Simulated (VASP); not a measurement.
Wanted: the native input for a VASP 6.6.1 run.

* Task: single point
* Functional: PBE
* Dispersion: D3(BJ)
* Potentials or basis: VASP PAW PBE potentials, release 64 (Sn_d, O)
* Cutoff: 520 eV
* k mesh: 7 × 7 × 1
* Occupations: gaussian, width 0.05 eV
* Spin: no spin polarisation
* Dipole correction: yes
* Further INCAR settings: ALGO = Normal; EDIFF = 1e-07; NBANDS = 50

The structure of SnO lies in POSCAR:

```
SnO
1.0
    3.8201715376      0.0000000000      0.0000000000
    0.0000000000      3.8201715376      0.0000000000
    0.0000000000      0.0000000000     22.2260699824
Sn O
4 4
Direct
    0.5000000000      0.0000000000      0.2024649434
    0.0000000000      0.5000000000      0.3087831091
    0.2500000000      0.7500000000      0.5472418201
    0.7500000000      0.2500000000      0.6535599858
    0.0000000000      0.0000000000      0.2556240262
    0.5000000000      0.5000000000      0.2556240262
    0.7500000000      0.7500000000      0.6004009030
    0.2500000000      0.2500000000      0.6004009030
```

This cell differs from its parent crystal: layers slid over each other.

These files were run (other wordings do the same):

INCAR

```
ALGO     = Normal         # electronic algorithm
DIPOL    = 0.5 0.5 0.428
EDIFF    = 1E-7           # SCF threshold, eV
ENCUT    = 520            # plane-wave cutoff, eV
GGA      = PE             # functional
IDIPOL   = 3            
ISIF     = 2              # what is computed and relaxed
ISMEAR   = 0              # smearing method
IVDW     = 12             # dispersion correction
LASPH    = True           # aspherical terms in the spheres
LCHARG   = False          # write CHGCAR
LDIPOL   = True         
LREAL    = False          # projectors in reciprocal space
LWAVE    = False          # write WAVECAR
NBANDS   = 50             # bands
NELM     = 80             # most SCF steps
PREC     = Accurate       # precision mode
SIGMA    = 0.05           # smearing width, eV
```

KPOINTS

```
k-points
0
Gamma
  7 7 1
```

Potentials or basis: VASP PAW PBE potentials, release 64 (Sn_d, O).

The run is started by

```console
$ cat potpaw_PBE.64/Sn_d/POTCAR potpaw_PBE.64/O/POTCAR > POTCAR
$ mpirun -np 1 vasp_std > vasp.out
```

It gave:

* Largest force: 0.136 eV/Å
* Band gap on the k mesh: 2.75 eV (least direct gap 2.78 eV)
* Dispersion energy per atom: -0.146 eV

Caveat: the cell differs from its parent crystal (layers slid over each other); spin-orbit coupling is left out, which moves the levels of the heavy elements.

It took 4.4 min on 1 thread of Intel(R) Xeon(R) 6975P-C (Granite Rapids) (shared host), peak memory 0.44 GiB.
